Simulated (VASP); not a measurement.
Wanted: the native input for a VASP 6.6.1 run.

```yaml
Task: single point
Functional: PBE
Potentials_or_basis: VASP PAW PBE potentials, release 64 (V_sv)
Cutoff: 520 eV
k_mesh: 15 × 15 × 15
Occupations: fermi-dirac, width 0.05 eV
Spin: collinear spin, ferromagnetic start
Starting_moments: "[1.5] μB"
Dipole_correction: no
Further_INCAR_settings: ALGO = Normal; EDIFF = 1e-06; NBANDS = 16
```

The structure of V lies in POSCAR:

```
V
1.0
   -1.4979689391      1.4979689391      1.4979689391
    1.4979689391     -1.4979689391      1.4979689391
    1.4979689391      1.4979689391     -1.4979689391
V
1
Direct
    0.0000000000      0.0000000000      0.0000000000
```

The input as run:

INCAR

```
PREC     = Accurate       # precision mode
ENCUT    = 520            # plane-wave cutoff, eV
EDIFF    = 1E-6           # SCF threshold, eV
ISMEAR   = -1             # smearing method
SIGMA    = 0.05           # smearing width, eV
LREAL    = False          # projectors in reciprocal space
LASPH    = True           # aspherical terms in the spheres
NELM     = 150            # most SCF steps
ALGO     = Normal         # electronic algorithm
ISIF     = 2              # what is computed and relaxed
LWAVE    = False          # write WAVECAR
LCHARG   = False          # write CHGCAR
ISPIN    = 2              # spin polarisation
MAGMOM   = 1.5            # initial moments
LORBIT   = 11             # projections on sites
LMAXMIX  = 4              # l up to which the mixer works
GGA      = PE             # functional
NBANDS   = 16             # bands
```

KPOINTS

```
regular mesh
0
Gamma
  15 15 15
```

Potentials or basis: VASP PAW PBE potentials, release 64 (V_sv).

Launch:

```sh
$ cat potpaw_PBE.64/V_sv/POTCAR > POTCAR
$ mpirun -np 1 vasp_std > vasp.out
```

It gave:

- Pressure: 0.2 GPa
- Net moment: 0.00 μB per cell
- Valence electrons inside the program's atomic spheres: V 11.65

Wall time 72 s on 1 thread of Intel Xeon 8259CL (shared host), peak memory 0.16 GiB.
